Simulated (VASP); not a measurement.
# Sc (P6_3/mmc) in VASP: a series of runs, part 3 of 3

VASP 6.6.1. The steps go on from the part before.

### 5 Single point, PBE (volume scaled by 1.02)

INCAR

```
ALGO     = Normal         # electronic algorithm
EDIFF    = 1E-6           # SCF threshold, eV
ENCUT    = 520            # plane-wave cutoff, eV
GGA      = PE             # functional
ISIF     = 2              # what is computed and relaxed
ISMEAR   = -1             # smearing method
LASPH    = True           # aspherical terms in the spheres
LCHARG   = False          # write CHGCAR
LREAL    = False          # projectors in reciprocal space
LWAVE    = False          # write WAVECAR
NBANDS   = 18             # bands
NELM     = 60             # most SCF steps
PREC     = Accurate       # precision mode
SIGMA    = 0.05           # smearing width, eV
```

KPOINTS

```
k-points
0
Gamma
  15 15 8
```

POSCAR

```
Sc
1.0
    3.3413554505      0.0000000000      0.0000000000
   -1.6706777253      2.8936987032      0.0000000000
    0.0000000000      0.0000000000      5.2020784579
Sc
2
Direct
    0.3333333333      0.6666666667      0.2500000000
    0.6666666667      0.3333333333      0.7500000000
```

Potentials or basis: VASP PAW PBE potentials, release 64 (Sc_sv).

Run with:

```bash
$ cat potpaw_PBE.64/Sc_sv/POTCAR > POTCAR
$ mpirun -np 1 vasp_std > vasp.out
```

OUTCAR:

```text
EDIFF = 1E-6
   ENCUT = 520
   GGA = PE
   ISIF = 2
   ISMEAR = -1
   LASPH = True
   LREAL = False
   NELM = 60
   PREC = Accurate

 ion  position               nearest neighbor table
   1  0.333  0.667  0.250-   2 3.24   2 3.24   2 3.24   2 3.24   2 3.24   2 3.24
   2  0.667  0.333  0.750-   1 3.24   1 3.24   1 3.24   1 3.24   1 3.24   1 3.24

  LATTYP: Found a hexagonal cell.
 ALAT       =     3.3413554505
 C/A-ratio  =     1.5568767032

  Lattice vectors:

 A1 = (   3.3413554505,   0.0000000000,   0.0000000000)
 A2 = (  -1.6706777253,   2.8936987032,   0.0000000000)
 A3 = (   0.0000000000,   0.0000000000,   5.2020784579)

Analysis of symmetry for initial positions (statically):
=====================================================================
 Subroutine PRICEL returns:
 Original cell was already a primitive cell.

 Routine SETGRP: Setting up the symmetry group for a
 hexagonal supercell.

 Subroutine GETGRP returns: Found 24 space group operations
 (whereof 12 operations were pure point group operations)
 out of a pool of 24 trial point group operations.

The static configuration has the point symmetry D_3d.
 The point group associated with its full space group is D_6h.

Analysis of symmetry for dynamics (positions and initial velocities):
=====================================================================
 Subroutine PRICEL returns:
 Original cell was already a primitive cell.

 Routine SETGRP: Setting up the symmetry group for a
 hexagonal supercell.

 Subroutine GETGRP returns: Found 24 space group operations
 (whereof 12 operations were pure point group operations)
 out of a pool of 24 trial point group operations.

The dynamic configuration has the point symmetry D_3d.
 The point group associated with its full space group is D_6h.

 Subroutine INISYM returns: Found 24 space group operations
 (whereof 12 operations are pure point group operations),
 and found     1 'primitive' translations

----------------------------------------------------------------------------------------

                                     Primitive cell

  volume of cell :      50.2983

  direct lattice vectors                    reciprocal lattice vectors
     3.341355451  0.000000000  0.000000000     0.299279743  0.172789240  0.000000000
    -1.670677725  2.893698703  0.000000000     0.000000000  0.345578480  0.000000000
     0.000000000  0.000000000  5.202078458     0.000000000  0.000000000  0.192230857

  length of vectors
     3.341355451  3.341355451  5.202078458     0.345578480  0.345578480  0.192230857

  position of ions in fractional coordinates (direct lattice)
     0.333333333  0.666666667  0.250000000
     0.666666667  0.333333333  0.750000000

  ion indices of the primitive-cell ions
   primitive index   ion index
                 1           1
                 2           2

----------------------------------------------------------------------------------------

 KPOINTS: k-points

Automatic generation of k-mesh.
 Grid dimensions read from file:
 generate k-points for:   15   15    8

 Generating k-lattice:

  Cartesian coordinates                     Fractional coordinates (reciprocal lattice)
     0.019951983  0.011519283  0.000000000     0.066666667  0.000000000  0.000000000
     0.000000000  0.023038565  0.000000000     0.000000000  0.066666667  0.000000000
     0.000000000  0.000000000  0.024028857     0.000000000  0.000000000  0.125000000

  Length of vectors
     0.023038565  0.023038565  0.024028857

  Shift w.r.t. Gamma in fractional coordinates (k-lattice)
     0.000000000  0.000000000  0.000000000

 Subroutine IBZKPT returns following result:
 ===========================================

 Found    135 irreducible k-points:

 Following reciprocal coordinates:
            Coordinates               Weight
  0.000000  0.000000  0.000000      1.000000
  0.066667  0.000000  0.000000      6.000000
  0.133333 -0.000000  0.000000      6.000000
  0.200000  0.000000  0.000000      6.000000
  0.266667 -0.000000  0.000000      6.000000
  0.333333  0.000000  0.000000      6.000000
[... 16 lines left out ...]
  0.333333  0.200000  0.000000     12.000000
  0.400000  0.200000  0.000000      6.000000
 [... further k-points ...]
   k-points           NKPTS =    135   k-points in BZ     NKDIM =    135   number of bands    NBANDS=     18
   number of dos      NEDOS =    301   number of ions     NIONS =      2
   total plane-waves  NPLWV =  31360
   dimension x,y,z NGX =    28 NGY =   28 NGZ =   40
   dimension x,y,z NGXF=    56 NGYF=   56 NGZF=   80
   ions per type =               2
   NGX,Y,Z   is equivalent  to a cutoff of  13.93, 13.93, 12.78 a.u.
   NGXF,Y,Z  is equivalent  to a cutoff of  27.86, 27.86, 25.57 a.u.
 SYSTEM =  unknown system
   PREC   = accura    normal or accurate (medium, high low for compatibility)
   ISTART =      0    job   : 0-new  1-cont  2-samecut
   ICHARG =      2    charge: 1-file 2-atom 10-const
   ISPIN  =      1    spin polarized calculation?
   LNONCOLLINEAR =      F non collinear calculations
   LSORBIT =      F    spin-orbit coupling
   LASPH  =      T    aspherical Exc in radial PAW
   ENCUT  =  520.0 eV  38.22 Ry    6.18 a.u.   6.21  6.21  9.67*2*pi/ulx,y,z
   NELM   =     60;   NELMIN=  2; NELMDL= -5     # of ELM steps
   EDIFF  = 0.1E-05   stopping-criterion for ELM
   LREAL  =      F    real-space projection
   EDIFFG = 0.1E-04   stopping-criterion for IOM
   NSW    =      0    number of steps for IOM
   IBRION =     -1    ionic relax: 0-MD 1-quasi-New 2-CG
   NFREE  =      0    steps in history (QN), initial steepest desc. (CG)
   ISIF   =      2    stress and relaxation
   ISYM   =      2    0-nonsym 1-usesym 2-fastsym
   POTIM  = 0.5000    time-step for ionic-motion
   TEBEG  =    0.0;   TEEND  =   0.0 temperature during run
   PSTRESS=    0.0 pullay stress
   NELECT =      22.0000    total number of electrons
   NUPDOWN=      -1.0000    fix difference up-down
   EMIN   =  10.00;   EMAX   =-10.00  energy-range for DOS
   EFERMI =   0.00;   METHOD = LEGACY
   ISMEAR =    -1;   SIGMA  =   0.05  broadening in eV -4-tet -1-fermi 0-gaus
   EFERMI_NEDOS =   21; number of points for ismear=-14 and -15
   IALGO  =     38    algorithm
   IMIX   =      4    mixing-type and parameters
     AMIX     =   0.40;   BMIX     =  1.00
     AMIX_MAG =   1.60;   BMIX_MAG =  1.00
  volume/ion in A,a.u.               =      25.15       169.71
  Fermi-wavevector in a.u.,A,eV,Ry     =   1.242696  2.348354 21.011373  1.544292
  Thomas-Fermi vector in A             =   2.377039
   LORBIT       =      0    0 simple, 1 ext, 2 COOP (PROOUT), +10 PAW based schemes
   GGA     = PE    functional components
   LHFCALC =     F    Hartree Fock is set to
   AEXX    =    0.0000 exact exchange contribution
   IVDW    =     0    specifies the selected vdW correction
   LEPSILON=     F    determine dielectric tensor
   LRPA    =     F    only Hartree local field effects (RPA)
 non-spin polarized calculation
  energy-cutoff  :      520.00
  volume of cell :       50.30
 maximum number of plane-waves:      1375
 NGX is ok and might be reduce to    28
   NGX = 13   NGY = 13   NGZ = 19

 number of electron      21.9999998 magnetization

 Free energy of the ion-electron system (eV)
  ---------------------------------------------------
  ext. energy  EPLUGINS =         0.00000000
  ---------------------------------------------------
  free energy    TOTEN  =       -12.51213167 eV

  energy without entropy =      -12.47741292  energy(sigma->0) =      -12.49477230

 E-fermi :   3.5617     XC(G=0):  -9.7966

 val. band max:        3.5595559405   @ k =   0.4667   0.0000   0.3750
 cond. band min:       3.5623867047   @ k =   0.2000   0.0000   0.1250
 fundamental gap:      0.0028307642
 Fermi energy:         3.5616586165

 k-point     1 :       0.0000    0.0000    0.0000
  band No.  band energies     occupation
      1     -45.9077      2.00000
      2     -45.8425      2.00000
      3     -24.7201      2.00000
      4     -24.4026      2.00000
      5     -24.4026      2.00000
      6     -24.3400      2.00000
[... 10 lines left out ...]
     17       5.8247      0.00000
     18       5.8247      0.00000
[... 463 lines left out ...]
 k-point    24 :       0.4000    0.2000    0.0000
  band No.  band energies     occupation
      1     -45.8501      2.00000
      2     -45.8369      2.00000
      3     -24.6211      2.00000
      4     -24.5522      2.00000
      5     -24.5221      2.00000
      6     -24.5196      2.00000
[... 10 lines left out ...]
     17       7.2502      0.00000
     18       7.3653      0.00000

 [... further k-points ...]

------------------------ aborting loop because EDIFF is reached ----------------------------------------

  FORCE on cell =-STRESS in cart. coord.  units (eV):
  Direction    XX          YY          ZZ          XY          YZ          ZX
  --------------------------------------------------------------------------------------
  -------------------------------------------------------------------------------------
  Total       -0.3289101     -0.3289101     -0.3192351      0.0000000     -0.0000000      0.0000000
  in kB      -10.4769523    -10.4769523    -10.1687673      0.0000000     -0.0000000      0.0000000
  external PRESSURE =     -10.3742239 kB  Pullay stress =       0.0000000 kB

 VOLUME and BASIS-vectors are now :
 -----------------------------------------------------------------------------
  energy-cutoff  :      520.00
  volume of cell :       50.30
      direct lattice vectors                 reciprocal lattice vectors
     3.341355451  0.000000000  0.000000000     0.299279743  0.172789240  0.000000000
    -1.670677725  2.893698703  0.000000000     0.000000000  0.345578480  0.000000000
     0.000000000  0.000000000  5.202078458     0.000000000  0.000000000  0.192230857

 POSITION                                       TOTAL-FORCE (eV/Angst)
 -----------------------------------------------------------------------------------
     -0.00000      1.92913      1.30052        -0.000000     -0.000000      0.000000
      1.67068      0.96457      3.90156         0.000000      0.000000      0.000000
 -----------------------------------------------------------------------------------
    total drift:                                0.000000     -0.000000      0.000000

  FREE ENERGIE OF THE ION-ELECTRON SYSTEM (eV)
  ---------------------------------------------------
  free  energy   TOTEN  =       -12.5121316703 eV

  energy  without entropy=      -12.4774129207  energy(sigma->0) =      -12.49477230
```

Run time: 91 s. Hardware: 1 thread of Intel Xeon Platinum 8259CL at 2.50GHz (Skylake/Cascade Lake), shared host; peak memory 0.25 GiB.

Results:

```yaml
Free_energy: -12.5121 eV
Pressure: -1.0 GPa
Band_gap_on_the_k_mesh: zero (band 11 reaches 4.53 eV, above the bottom of band 12 at 3.09 eV)
```

### 6 Single point, PBE (volume scaled by 1.06)

INCAR

```
SYSTEM = Sc
  PREC = Accurate
  ENCUT = 520
  EDIFF = 1E-6
  ISMEAR = -1
  SIGMA = 0.05
  LREAL = .False.
  LASPH = .True.
  NELM = 60
  ALGO = Normal
  ISIF = 2
  LWAVE = .False.
  LCHARG = .True.
  GGA = PE
  LELF = .True.
  LVHAR = .True.
  NBANDS = 18
```

KPOINTS

```
regular mesh
0
Gamma
  15 15 8
  0 0 0
```

POSCAR

```
Sc
1.0
    3.3844744701      0.0000000000      0.0000000000
   -1.6922372351      2.9310408696      0.0000000000
    0.0000000000      0.0000000000      5.2692094551
Sc
2
Direct
    0.3333333333      0.6666666667      0.2500000000
    0.6666666667      0.3333333333      0.7500000000
```

Potentials or basis: VASP PAW PBE potentials, release 64 (Sc_sv).

Run with:

```bash
$ cat potpaw_PBE.64/Sc_sv/POTCAR > POTCAR
$ mpirun -np 1 vasp_std > vasp.out
```

It took 93 s on 1 thread of Intel Xeon Platinum 8259CL at 2.50GHz (Skylake/Cascade Lake), shared host; peak memory 0.25 GiB.

The run converged. Its results:

```
Free energy            : -12.4887 eV
Pressure               : -2.9 GPa
Band gap on the k mesh : zero (band 11 reaches 4.28 eV, above the bottom of band 12 at 2.90 eV)
```

Stress tensor (GPa, compression positive):
```
-2.90  0.00  0.00
 0.00 -2.90  0.00
 0.00  0.00 -2.78
```

Levels at points of the mesh, in eV from the Fermi level:
```tsv
k point	band 8	band 9	band 10	band 11	band 12	band 13	band 14	band 15
(0.00, 0.00, 0.00)	-28.00	-5.01	-1.55	0.50	1.52	1.52	1.76	1.93
(0.00, 0.00, 0.50)	-28.05	-3.53	-3.53	0.94	0.94	1.44	1.44	1.44
```

### 7 The runs side by side

| cell | gap on the mesh (eV) | pressure (GPa) |
| --- | --- | --- |
| a = 3.252, b = 3.252, c = 5.063 Å, angles 90.0, 90.0, 120.0°, 2 atoms | none | 3.7 |
| a = 3.297, b = 3.297, c = 5.133 Å, angles 90.0, 90.0, 120.0°, 2 atoms | none | 1.1 |
| a = 3.319, b = 3.319, c = 5.168 Å, angles 90.0, 90.0, 120.0°, 2 atoms | none | 0.0 |
| a = 3.341, b = 3.341, c = 5.202 Å, angles 90.0, 90.0, 120.0°, 2 atoms | none | -1.0 |
| a = 3.384, b = 3.384, c = 5.269 Å, angles 90.0, 90.0, 120.0°, 2 atoms | none | -2.9 |

Alike in all rows: task single point; level PBE; potentials or basis VASP PAW PBE potentials, release 64 (Sc_sv); no spin polarisation; k mesh 15 × 15 × 8; cutoff (eV) 520; smearing fermi-dirac 0.05 eV.

Absolute energies hang on the potentials; compare differences alone.
